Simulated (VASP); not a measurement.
# Na2Sc (P6/mmm) in VASP: relaxation of cell and atoms with PBE

Aim: the relaxation of cell and atoms of Na2Sc with PBE.

All numbers are computed with VASP 6.6.1; they aren't measurements. Logs are shortened: lines on timing, memory, paths and dates and some standing lists are left out, and cuts for length are marked.

**1. The cell of the first run**

Symmetry: P6/mmm, No. 191, hexagonal system. The conventional cell has a = 5.684 Å, b = 5.684 Å, c = 3.219 Å, α = 90.00°, β = 90.00°, γ = 120.00°. Within 4.2 Å of Na (site symmetry -6m2) lie 5 Na at 3.22 to 3.28 Å and 6 Sc at 3.66 Å. Sc (site symmetry 6/mmm) has 2 Sc at 3.22 Å and 12 Na at 3.66 Å within 4.2 Å.

**2. Relaxation of cell and atoms, PBE**

INCAR

```
SYSTEM = Na2Sc
  PREC = Accurate
  ENCUT = 600
  EDIFF = 1E-7
  ISMEAR = 0
  SIGMA = 0.1
  LREAL = .False.
  LASPH = .True.
  NELM = 60
  ALGO = Fast
  ISIF = 3
  LWAVE = .False.
  LCHARG = .False.
  GGA = PE
  IBRION = 2
  NSW = 100
  EDIFFG = -0.01
```

KPOINTS

```
regular mesh
0
Gamma
  12 12 14
  0 0 0
```

POSCAR

```
Na2Sc
1.0
    5.6842967779      0.0000000000      0.0000000000
   -2.8421483889      4.9227454123      0.0000000000
    0.0000000000      0.0000000000      3.2192139315
Na Sc
2 1
Direct
    0.3333333333      0.6666666667      0.5000000000
    0.6666666667      0.3333333333      0.5000000000
    0.0000000000      0.0000000000      0.0000000000
```

Potentials or basis: VASP PAW PBE potentials, release 64 (Na_pv, Sc_sv).

Launch:

```sh
$ cat potpaw_PBE.64/Na_pv/POTCAR potpaw_PBE.64/Sc_sv/POTCAR > POTCAR
$ mpirun -np 1 vasp_std > vasp.out
```

OUTCAR:

```text
SYSTEM = Na2Sc
   PREC = Accurate
   ENCUT = 600
   EDIFF = 1E-7
   ISMEAR = 0
   LREAL = .False.
   LASPH = .True.
   NELM = 60
   ISIF = 3
   GGA = PE
   IBRION = 2
   NSW = 100
   EDIFFG = -0.01

 ion  position               nearest neighbor table
   1  0.333  0.667  0.500-
   2  0.667  0.333  0.500-
   3  0.000  0.000  0.000-

  LATTYP: Found a hexagonal cell.
 ALAT       =     5.6842967779
 C/A-ratio  =     0.5663345982

  Lattice vectors:

 A1 = (   5.6842967779,   0.0000000000,   0.0000000000)
 A2 = (  -2.8421483889,   4.9227454123,   0.0000000000)
 A3 = (   0.0000000000,   0.0000000000,   3.2192139315)

Analysis of symmetry for initial positions (statically):
=====================================================================
 Subroutine PRICEL returns:
 Original cell was already a primitive cell.

 Routine SETGRP: Setting up the symmetry group for a
 hexagonal supercell.

 Subroutine GETGRP returns: Found 24 space group operations
 (whereof 24 operations were pure point group operations)
 out of a pool of 24 trial point group operations.

The static configuration has the point symmetry D_6h.

Analysis of symmetry for dynamics (positions and initial velocities):
=====================================================================
 Subroutine PRICEL returns:
 Original cell was already a primitive cell.

 Routine SETGRP: Setting up the symmetry group for a
 hexagonal supercell.

 Subroutine GETGRP returns: Found 24 space group operations
 (whereof 24 operations were pure point group operations)
 out of a pool of 24 trial point group operations.

The dynamic configuration has the point symmetry D_6h.

 Subroutine INISYM returns: Found 24 space group operations
 (whereof 24 operations are pure point group operations),
 and found     1 'primitive' translations

----------------------------------------------------------------------------------------

                                     Primitive cell

  volume of cell :      90.0812

  direct lattice vectors                    reciprocal lattice vectors
[... 89 lines left out ...]
   EDIFF  = 0.1E-06   stopping-criterion for ELM
   LREAL  =      F    real-space projection
   EDIFFG = -.1E-01   stopping-criterion for IOM
   NSW    =    100    number of steps for IOM
   IBRION =      2    ionic relax: 0-MD 1-quasi-New 2-CG
   NFREE  =      1    steps in history (QN), initial steepest desc. (CG)
   ISIF   =      3    stress and relaxation
   ISYM   =      2    0-nonsym 1-usesym 2-fastsym
   POTIM  = 0.5000    time-step for ionic-motion
   TEBEG  =    0.0;   TEEND  =   0.0 temperature during run
   PSTRESS=    0.0 pullay stress
   NELECT =      25.0000    total number of electrons
   NUPDOWN=      -1.0000    fix difference up-down
   EMIN   =  10.00;   EMAX   =-10.00  energy-range for DOS
   EFERMI =   0.00;   METHOD = LEGACY
   ISMEAR =     0;   SIGMA  =   0.10  broadening in eV -4-tet -1-fermi 0-gaus
   EFERMI_NEDOS =   21; number of points for ismear=-14 and -15
   IALGO  =     68    algorithm
   IMIX   =      4    mixing-type and parameters
     AMIX     =   0.40;   BMIX     =  1.00
     AMIX_MAG =   1.60;   BMIX_MAG =  1.00
  volume/ion in A,a.u.               =      30.03       202.63
  Fermi-wavevector in a.u.,A,eV,Ry     =   1.067850  2.017944 15.514768  1.140303
  Thomas-Fermi vector in A             =   2.203479
   LORBIT       =      0    0 simple, 1 ext, 2 COOP (PROOUT), +10 PAW based schemes
   GGA     = PE    functional components
   LHFCALC =     F    Hartree Fock is set to
   AEXX    =    0.0000 exact exchange contribution
   IVDW    =     0    specifies the selected vdW correction
   LEPSILON=     F    determine dielectric tensor
   LRPA    =     F    only Hartree local field effects (RPA)
 conjugate gradient relaxation of ions
 non-spin polarized calculation
 RMM-DIIS sequential band-by-band and
 Gauss-broadening in eV      SIGMA  =   0.10
  energy-cutoff  :      600.00
  volume of cell :       90.08
 maximum number of plane-waves:      3042
 NGX is ok and might be reduce to    48
   NGX = 23   NGY = 23   NGZ = 13

--------------------------------------- Ionic step        1  -------------------------------------------

 number of electron      25.0000015 magnetization

 Free energy of the ion-electron system (eV)
  ---------------------------------------------------
  ext. energy  EPLUGINS =         0.00000000
  ---------------------------------------------------
  free energy    TOTEN  =        -7.63614876 eV

  energy without entropy =       -7.61206995  energy(sigma->0) =       -7.62410935

------------------------ aborting loop because EDIFF is reached ----------------------------------------

  FORCE on cell =-STRESS in cart. coord.  units (eV):
  Direction    XX          YY          ZZ          XY          YZ          ZX
  --------------------------------------------------------------------------------------
  -------------------------------------------------------------------------------------
  Total        0.1732512      0.1732512      0.1137510      0.0000000      0.0000000     -0.0000000
  in kB        3.0814348      3.0814348      2.0231679      0.0000000      0.0000000     -0.0000000
  external PRESSURE =       2.7286792 kB  Pullay stress =       0.0000000 kB
[... 209 lines left out ...]
--------------------------------------- Ionic step        7  -------------------------------------------

 number of electron      25.0000001 magnetization

 Free energy of the ion-electron system (eV)
  ---------------------------------------------------
  ext. energy  EPLUGINS =         0.00000000
  ---------------------------------------------------
  free energy    TOTEN  =        -7.63738290 eV

  energy without entropy =       -7.61302799  energy(sigma->0) =       -7.62520544

 E-fermi :   1.3689     XC(G=0):  -7.7375

 val. band max:        1.3667588403   @ k =   0.3333   0.0833   0.4286
 cond. band min:       1.3693115685   @ k =   0.2500   0.0000   0.5000
 fundamental gap:      0.0025527282
 Fermi energy:         1.3688860415

 k-point     1 :       0.0000    0.0000    0.0000
  band No.  band energies     occupation
      1     -49.0565      2.00000
      2     -27.7503      2.00000
      3     -27.7503      2.00000
      4     -27.3838      2.00000
      5     -22.8507      2.00000
      6     -22.8507      2.00000
[... 433 lines left out ...]
      3     -27.7493      2.00000
      4     -27.3948      2.00000
      5     -22.8529      2.00000
      6     -22.8429      2.00000
[... 8 lines left out ...]
     15       2.0648      0.00000
     16       2.3531      0.00000

 [... further k-points ...]
[... 5 lines left out ...]
  --------------------------------------------------------------------------------------
  -------------------------------------------------------------------------------------
  Total        0.0035971      0.0035971     -0.0233988      0.0000000      0.0000000      0.0000000
  in kB        0.0629829      0.0629829     -0.4097031      0.0000000      0.0000000      0.0000000
  external PRESSURE =      -0.0945791 kB  Pullay stress =       0.0000000 kB
[... 18 lines left out ...]
  FREE ENERGIE OF THE ION-ELECTRON SYSTEM (eV)
  ---------------------------------------------------
  free  energy   TOTEN  =        -7.6373828965 eV

  energy  without entropy=       -7.6130279851  energy(sigma->0) =       -7.62520544

 reached required accuracy - stopping structural energy minimisation
```

OSZICAR:

```text
N       E                     dE             d eps       ncg     rms          rms(c)
DAV:   1     0.248454617480E+03    0.24845E+03   -0.13376E+04  4864   0.173E+03
DAV:   2     0.319876634909E+01   -0.24526E+03   -0.24399E+03  4888   0.536E+02
DAV:   3    -0.845519049262E+01   -0.11654E+02   -0.11445E+02  7200   0.131E+02
DAV:   4    -0.877441473883E+01   -0.31922E+00   -0.31623E+00  6112   0.261E+01
[... 109 lines left out ...]
RMM:   2    -0.763739619996E+01    0.57279E-04   -0.13120E-04  5660   0.182E-01    0.314E-02
RMM:   3    -0.763738563824E+01    0.10562E-04   -0.51494E-05  5584   0.814E-02    0.158E-02
RMM:   4    -0.763738269449E+01    0.29437E-05   -0.91755E-06  5796   0.361E-02    0.361E-03
RMM:   5    -0.763738282805E+01   -0.13356E-06   -0.22783E-06  4494   0.195E-02    0.129E-03
RMM:   6    -0.763738289646E+01   -0.68410E-07   -0.68845E-07  3862   0.858E-03
   7 F= -.76373829E+01 E0= -.76252054E+01  d E =-.217505E-04
```

CONTCAR:

```text
Na2Sc
   1.00000000000000
     5.7196324777790739    0.0000000000003592   -0.0000000000000000
    -2.8598162388389152    4.9533470260553889    0.0000000000000000
     0.0000000000000000   -0.0000000000000000    3.2297499821838600
  Na              Sc
     2     1
Direct
     0.3333333332999970    0.6666666667000030    0.5000000000000000
     0.6666666667000030    0.3333333332999970    0.5000000000000000
     0.0000000000000000    1.0000000000000000    0.0000000000000000

  0.00000000E+00  0.00000000E+00  0.00000000E+00
  0.00000000E+00  0.00000000E+00  0.00000000E+00
  0.00000000E+00  0.00000000E+00  0.00000000E+00
```

It took 21 min on 1 thread of AMD EPYC 9R45 (Zen 5), shared host; peak memory 0.43 GiB.

Results:

* Free energy: -7.6374 eV
* Relaxed volume: 30.50 Å³/atom
* Relaxed cell: a = 5.720 Å, b = 5.720 Å, c = 3.230 Å, α = 90.00°, β = 90.00°, γ = 120.00°
* Space group after relaxing (to 0.1 Å): P6/mmm (No. 191)
* Energy gained by relaxing: 0.4 meV/atom
* Ionic steps: 7
* Pressure after relaxing: 0.0 GPa
* Band gap on the k mesh: zero (an odd number of electrons rules out a gap without spin polarisation)

The path:
```csv
step,energy change (eV),largest force (eV/Å),pressure (GPa),volume (Å³)
1,0.0000,0.0000,0.27,90.08
2,-0.0009,0.0000,0.17,90.75
3,-0.0010,0.0000,-0.11,92.03
4,-0.0012,0.0000,-0.01,91.57
5,-0.0012,0.0000,-0.01,91.54
6,-0.0012,0.0000,0.00,91.51
7,-0.0012,0.0000,-0.01,91.50
```

Final structure:
```
Na Sc
1.0
     5.71963    0.00000    0.00000
    -2.85982    4.95335    0.00000
     0.00000    0.00000    3.22975
Na Sc
2 1
Cartesian
  0.0000 3.3022 1.6149
  2.8598 1.6511 1.6149
  -2.8598 4.9533 0.0000
```
